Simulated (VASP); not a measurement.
# V8H (I-4m2) in VASP: single point with PBE

Aim: the single point of V8H with PBE.

All numbers are computed with VASP 6.6.1; they aren't measurements. Logs are shortened: lines on timing, memory, paths and dates and some standing lists are left out, and cuts for length are marked.

## (1) The cell of the first run

The structure is tetragonal, space group I-4m2 (No. 119). Conventional cell: a = 6.055 Å, b = 6.055 Å, c = 6.038 Å, α = 90.00°, β = 90.00°, γ = 90.00°. Within 2.3 Å of V (site symmetry m) lie 1 H at 1.77 Å. V (site symmetry m) has 14 V at 2.57 to 3.07 Å and 1 H at 2.75 Å within 3.4 Å. H (site symmetry -4m2) has 4 V at 1.77 Å within 2.3 Å.

## (2) Single point, PBE

The input, INCAR:

```
SYSTEM = V8H
ALGO = Fast
EDIFF = 1E-6
ENCUT = 520
GGA = PE
ISIF = 2
ISMEAR = 0
LASPH = .TRUE.
LCHARG = .FALSE.
LREAL = .FALSE.
LWAVE = .FALSE.
NBANDS = 62
NELM = 60
PREC = Accurate
SIGMA = 0.1
```

The input, KPOINTS:

```
k-points
0
G
  8 8 8
  0 0 0
```

The input, POSCAR:

```
V8H
1.0
   -3.0276473299      3.0188177894      3.0276473299
    3.0276473299     -3.0188177894      3.0276473299
    3.0276473299      3.0188177894     -3.0276473299
V H
8 1
Direct
   -0.0047293509     -0.0116942232     -0.0164235741
   -0.0069648724     -0.0116942232      0.5047293509
   -0.0007298708      0.5030404215     -0.0037702923
   -0.0047293509      0.5116942232      0.5069648724
    0.4931892863     -0.0030404215     -0.0037702923
    0.5037702923     -0.0030404215      0.5007298708
    0.5037702923      0.5030404215      0.0068107137
    0.5164235741      0.5116942232      0.5047293509
    0.1250000000      0.2500000000      0.3750000000
```

Potentials or basis: VASP PAW PBE potentials, release 64 (V_sv, H).

Run with:

```console
$ cat potpaw_PBE.64/V_sv/POTCAR potpaw_PBE.64/H/POTCAR > POTCAR
$ mpirun -np 1 vasp_std > vasp.out
```

OUTCAR:

```text
SYSTEM = V8H
   EDIFF = 1E-6
   ENCUT = 520
   GGA = PE
   ISIF = 2
   ISMEAR = 0
   LASPH = .TRUE.
   LREAL = .FALSE.
   NELM = 60
   PREC = Accurate

 ion  position               nearest neighbor table
   1  0.995  0.988  0.984-   9 1.77   2 2.50   8 2.50   3 2.57   5 2.57   5 2.67   3 2.67   8 2.73
                             2 2.73   4 2.89
   2  0.993  0.988  0.505-   9 1.77   1 2.50   4 2.50   6 2.57   7 2.57   7 2.67   6 2.67   4 2.73
                             1 2.73   8 2.89
   3  0.999  0.503  0.996-   4 2.57   1 2.57   7 2.62   6 2.62   6 2.62   7 2.62   1 2.67   4 2.67
[... 7 lines left out ...]
   7  0.504  0.503  0.007-   2 2.57   8 2.57   3 2.62   5 2.62   5 2.62   3 2.62   8 2.67   2 2.67

   8  0.516  0.512  0.505-   9 1.77   4 2.50   1 2.50   6 2.57   7 2.57   7 2.67   6 2.67   1 2.73
                             4 2.73   2 2.89
   9  0.125  0.250  0.375-   8 1.77   1 1.77   4 1.77   2 1.77

  LATTYP: Found a body centered tetragonal cell.
 ALAT       =     6.0552946598
 C/A-ratio  =     0.9970836958

  Lattice vectors:

 A1 = (  -3.0276473299,  -3.0188177894,   3.0276473299)
 A2 = (   3.0276473299,  -3.0188177894,  -3.0276473299)
 A3 = (   3.0276473299,   3.0188177894,   3.0276473299)

Analysis of symmetry for initial positions (statically):
=====================================================================
 Subroutine PRICEL returns:
 Original cell was already a primitive cell.

 Routine SETGRP: Setting up the symmetry group for a
 body centered tetragonal supercell.

 Subroutine GETGRP returns: Found  8 space group operations
 (whereof  2 operations were pure point group operations)
 out of a pool of 16 trial point group operations.

The static configuration has the point symmetry C_1h.
 The point group associated with its full space group is D_2d.

Analysis of symmetry for dynamics (positions and initial velocities):
=====================================================================
 Subroutine PRICEL returns:
 Original cell was already a primitive cell.

 Routine SETGRP: Setting up the symmetry group for a
 body centered tetragonal supercell.

 Subroutine GETGRP returns: Found  8 space group operations
 (whereof  2 operations were pure point group operations)
 out of a pool of 16 trial point group operations.

The dynamic configuration has the point symmetry C_1h.
 The point group associated with its full space group is D_2d.

[... 118 lines left out ...]
   ISIF   =      2    stress and relaxation
   ISYM   =      2    0-nonsym 1-usesym 2-fastsym
   POTIM  = 0.5000    time-step for ionic-motion
   TEBEG  =    0.0;   TEEND  =   0.0 temperature during run
   PSTRESS=    0.0 pullay stress
   NELECT =     105.0000    total number of electrons
   NUPDOWN=      -1.0000    fix difference up-down
   EMIN   =  10.00;   EMAX   =-10.00  energy-range for DOS
   EFERMI =   0.00;   METHOD = LEGACY
   ISMEAR =     0;   SIGMA  =   0.10  broadening in eV -4-tet -1-fermi 0-gaus
   EFERMI_NEDOS =   21; number of points for ismear=-14 and -15
   IALGO  =     68    algorithm
   IMIX   =      4    mixing-type and parameters
     AMIX     =   0.40;   BMIX     =  1.00
     AMIX_MAG =   1.60;   BMIX_MAG =  1.00
  volume/ion in A,a.u.               =      12.30        83.00
  Fermi-wavevector in a.u.,A,eV,Ry     =   1.608553  3.039725 35.204307  2.587444
  Thomas-Fermi vector in A             =   2.704404
   LORBIT       =      0    0 simple, 1 ext, 2 COOP (PROOUT), +10 PAW based schemes
   GGA     = PE    functional components
   LHFCALC =     F    Hartree Fock is set to
   AEXX    =    0.0000 exact exchange contribution
   IVDW    =     0    specifies the selected vdW correction
   LEPSILON=     F    determine dielectric tensor
   LRPA    =     F    only Hartree local field effects (RPA)
 non-spin polarized calculation
 RMM-DIIS sequential band-by-band and
 Gauss-broadening in eV      SIGMA  =   0.10
  energy-cutoff  :      520.00
  volume of cell :      110.69
 maximum number of plane-waves:      3043
   NGX = 19   NGY = 19   NGZ = 19

 number of electron     105.0000009 magnetization

 Free energy of the ion-electron system (eV)
  ---------------------------------------------------
  ext. energy  EPLUGINS =         0.00000000
  ---------------------------------------------------
  free energy    TOTEN  =       -75.74002314 eV

  energy without entropy =      -75.67843374  energy(sigma->0) =      -75.70922844

 E-fermi :   9.5136     XC(G=0): -12.8434

 val. band max:        9.5086069230   @ k =   0.3750   0.0000  -0.0000
 cond. band min:       9.5165468823   @ k =  -0.2500   0.5000   0.2500
 fundamental gap:      0.0079399593
 Fermi energy:         9.5136489184

 k-point     1 :       0.0000    0.0000    0.0000
  band No.  band energies     occupation
      1     -54.2664      2.00000
      2     -54.0976      2.00000
      3     -54.0976      2.00000
      4     -54.0840      2.00000
      5     -54.0810      2.00000
      6     -54.0615      2.00000
[... 1549 lines left out ...]
     61      11.6590      0.00000
     62      11.6989      0.00000

 [... further k-points ...]

------------------------ aborting loop because EDIFF is reached ----------------------------------------

  FORCE on cell =-STRESS in cart. coord.  units (eV):
  Direction    XX          YY          ZZ          XY          YZ          ZX
  --------------------------------------------------------------------------------------
  -------------------------------------------------------------------------------------
  Total        0.1562880      0.1158277      0.1562880     -0.0000000      0.0000000      0.0000000
  in kB        2.2621882      1.6765456      2.2621882     -0.0000000      0.0000000      0.0000000
  external PRESSURE =       2.0669740 kB  Pullay stress =       0.0000000 kB

 VOLUME and BASIS-vectors are now :
 -----------------------------------------------------------------------------
  energy-cutoff  :      520.00
  volume of cell :      110.69
      direct lattice vectors                 reciprocal lattice vectors
    -3.027647330  3.018817789  3.027647330     0.000000000  0.165627751  0.165144730
     3.027647330 -3.018817789  3.027647330     0.165144730  0.000000000  0.165144730
     3.027647330  3.018817789 -3.027647330     0.165144730  0.165627751  0.000000000

 POSITION                                       TOTAL-FORCE (eV/Angst)
 -----------------------------------------------------------------------------------
      2.95684      2.99026      3.02765         0.001645     -0.002079     -0.000000
      1.51382      1.53796      4.47066        -0.000000      0.002079      0.001645
      1.51382      4.50546      1.53223        -0.000000      0.001848     -0.019421
      0.07081      2.99026      3.02765        -0.001645     -0.002079     -0.000000
      4.54147      1.48665      1.49541        -0.000000      0.001848      0.019421
      3.00924      0.02276      3.02765         0.019421     -0.001848     -0.000000
      0.01841      0.02276      3.02765        -0.019421     -0.001848      0.000000
      1.51382      1.53796      1.58464        -0.000000      0.002079     -0.001645
      1.51382      0.75470      0.00000        -0.000000     -0.000000     -0.000000
 -----------------------------------------------------------------------------------
    total drift:                                0.000000      0.000000     -0.000000

  FREE ENERGIE OF THE ION-ELECTRON SYSTEM (eV)
  ---------------------------------------------------
  free  energy   TOTEN  =       -75.7400231379 eV

  energy  without entropy=      -75.6784337408  energy(sigma->0) =      -75.70922844
```

Run time: 18 min. Hardware: 1 thread of Intel Xeon 8259CL, shared host; peak memory 0.43 GiB.

What came out:

| Item | Value |
| --- | --- |
| Free energy | -75.7400 eV |
| Pressure | 0.2 GPa |
| Largest force | 0.020 eV/Å |

Forces on the atoms (eV/Å):
```
V    0.002 -0.002  0.000
V    0.000  0.002  0.002
V    0.000  0.002 -0.019
V   -0.002 -0.002  0.000
V    0.000  0.002  0.019
V    0.019 -0.002  0.000
V   -0.019 -0.002  0.000
V    0.000  0.002 -0.002
H    0.000  0.000  0.000
```

Levels at points of the mesh, in eV from the Fermi level:
| k point | band 51 | band 52 | band 53 | band 54 | band 55 | band 56 |
| --- | --- | --- | --- | --- | --- | --- |
| (0.00, 0.00, 0.00) | 0.32 | 1.37 | 1.50 | 1.52 | 1.52 | 1.59 |
| (0.50, 0.00, 0.00) | -0.38 | -0.28 | -0.23 | 0.05 | 0.59 | 0.74 |
| (0.00, 0.50, 0.00) | -0.41 | -0.34 | -0.30 | 0.19 | 0.52 | 0.78 |
| (0.50, 0.50, 0.50) | 0.53 | 0.63 | 0.63 | 0.71 | 0.71 | 0.75 |
